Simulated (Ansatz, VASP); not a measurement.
## Te2Mo in VASP and in Ansatz

```
Te Mo
1.0
     3.56039    0.00000    0.00000
    -1.78020    3.08339    0.00000
     0.00000    0.00000   24.81126
Te Mo
4 2
Direct
  0.33333 0.66667 0.22364
  0.66667 0.33333 0.92063
  0.66667 0.33333 0.77636
  0.33333 0.66667 0.07937
  0.66667 0.33333 0.15154
  0.33333 0.66667 0.84846
```

Alike in both runs: functional PBEsol; k mesh 9 × 9 × 2; occupations fermi-dirac, width 0.05 eV; no spin polarisation.

|  | VASP | Ansatz |
| --- | --- | --- |
| version | VASP 6.6.1 | Ansatz 0.2.0 |
| potentials or method | VASP PAW PBE potentials, release 64 (Te, Mo_sv), cutoff 520 eV | all-electron LAPW, scalar-relativistic |
| task | single point | band structure |

```tsv
	VASP	Ansatz	Ansatz less VASP
gap on the k mesh at the Fermi level (eV)	1.02	1.02	+0.002
least direct gap on the mesh (eV)	1.02	1.02	+0.002
rms of the force components (eV/Å)	0.051	0.065	+0.0132
```

VASP's potentials were made for PBE, not for PBEsol. Atom by atom the forces differ by 0.014 eV/Å (rms over components). Ansatz ran all-electron here, and VASP with PAW potentials.

Neither program's run includes spin-orbit coupling.
